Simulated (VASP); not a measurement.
Set up this calculation in VASP 6.6.1, as the native input.

| Quantity | Value |
| --- | --- |
| Task | single point |
| Functional | PBEsol |
| Potentials or basis | VASP PAW PBE potentials, release 64 (Se) |
| Cutoff | 520 eV |
| k mesh | 6 × 6 × 5 |
| Occupations | fermi-dirac, width 0.03 eV |
| Spin | no spin polarisation |
| Dipole correction | no |
| Further INCAR settings | ALGO = Normal; EDIFF = 1e-06; NBANDS = 16 |

The structure of Se lies in POSCAR:

```
Se
1.0
    4.3661999489      0.0218309997      0.0218309997
   -2.1641937741      3.7703245739      0.0079907005
    0.0247680000      0.0247680000      4.9536000000
Se
3
Direct
    0.2254000000      0.0000000000      0.3333333333
    0.0000000000      0.2254000000      0.6666666667
    0.7746000000      0.7746000000      0.0000000000
```

This cell differs from its parent crystal: equal xy, yz and zx shear strains of +1 %.

These files were run (other wordings do the same):

INCAR

```
SYSTEM = Se
ALGO     = Normal         ! electronic algorithm
EDIFF    = 1E-6           ! SCF threshold, eV
ENCUT    = 520            ! plane-wave cutoff, eV
GGA      = PS             ! functional
ISIF     = 2              ! what is computed and relaxed
ISMEAR   = -1             ! smearing method
LASPH    = .True.         ! aspherical terms in the spheres
LCHARG   = .False.        ! write CHGCAR
LREAL    = .False.        ! projectors in reciprocal space
LWAVE    = .False.        ! write WAVECAR
NBANDS   = 16             ! bands
NELM     = 80             ! most SCF steps
PREC     = Accurate       ! precision mode
SIGMA    = 0.03           ! smearing width, eV
```

KPOINTS

```
k-points
0
Gamma
  6 6 5
  0 0 0
```

Potentials or basis: VASP PAW PBE potentials, release 64 (Se).

The run is started by

```bash
$ cat potpaw_PBE.64/Se/POTCAR > POTCAR
$ mpirun -np 1 vasp_std > vasp.out
```

Results of the run:

```
Pressure               : 0.4 GPa
Largest force          : 0.429 eV/Å
Band gap on the k mesh : 1.18 eV, indirect (least direct gap 1.44 eV)
```

Caveat: the cell differs from its parent crystal (equal xy, yz and zx shear strains of +1 %); the PAW data sets were made with another functional, which shifts forces and pressure a little.

Run time: 2.7 min on 1 thread of AMD EPYC 7R43 64-Core Processor (Zen 3) (shared host), peak memory 0.21 GiB.
